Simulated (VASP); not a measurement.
KCl:

```
K Cl
1.0
     3.83920    0.00000    0.00000
     0.00000    3.83920    0.00000
     0.00000    0.00000    3.83920
K Cl
1 1
Cartesian
  0.0000 0.0000 0.0000
  1.9196 1.9196 1.9196
```

Base run:

| Property | Result |
| --- | --- |
| Program | VASP 6.6.1 |
| Functional | PBE-based screened hybrid with 20 % exact exchange |
| Potentials or basis | VASP PAW PBE potentials, release 64 (K_sv, Cl) |
| Cutoff | 520 eV |
| k mesh | 4 × 4 × 4 |
| Occupations | fermi-dirac, width 0.05 eV |
| Spin | no spin polarisation |

Its results: band gap on the k mesh 5.87 eV (least direct gap 6.08 eV); pressure -0.4 GPa.

The run is repeated on the same cell with these changes: functional from PBE-based screened hybrid with 20 % exact exchange to PBE-based screened hybrid with 15 % exact exchange; share of exact exchange from 0.2 to 0.15. What comes out?

Band gap on the k mesh 5.60 eV (least direct gap 5.81 eV); pressure -0.3 GPa.

Caveats: the PAW data sets were made with another functional, which shifts forces and pressure a little.

A k mesh can miss the band edges.
